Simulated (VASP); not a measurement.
A run of VASP 6.6.1 is set up as follows.

File INCAR:

```
SYSTEM = Si
PREC = Accurate
ENCUT = 520
EDIFF = 1E-6
ISMEAR = -1
SIGMA = 0.1
LREAL = .False.
LASPH = .True.
NELM = 100
ALGO = Normal
ISIF = 2
LWAVE = .False.
LCHARG = .False.
GGA = PE
NBANDS = 16
```

File KPOINTS:

```
Automatic mesh
0
Gamma
  6 6 6
  0 0 0
```

File POSCAR:

```
Si
1.0
    0.0000000000      2.7105920000      2.7105920000
    2.7105920000      0.0000000000      2.7105920000
    2.7105920000      2.7105920000      0.0000000000
Si
4
Direct
    0.0000000000      0.0000000000      0.0000000000
    0.5000000000      0.0000000000      0.0000000000
    0.0000000000      0.0000000000      0.5000000000
    0.0000000000      0.5000000000      0.0000000000
```

Potentials or basis: VASP PAW PBE potentials, release 64 (Si).

Launch:

```sh
$ cat potpaw_PBE.64/Si/POTCAR > POTCAR
$ mpirun -np 1 vasp_std > vasp.out
```

**Question.** What does it give for the pressure?

**Answer.** 259.3 GPa.

**Question.** Predict the band gap on the k mesh.

**Answer.** Zero (band 8 reaches 15.86 eV, above the bottom of band 9 at 12.25 eV).
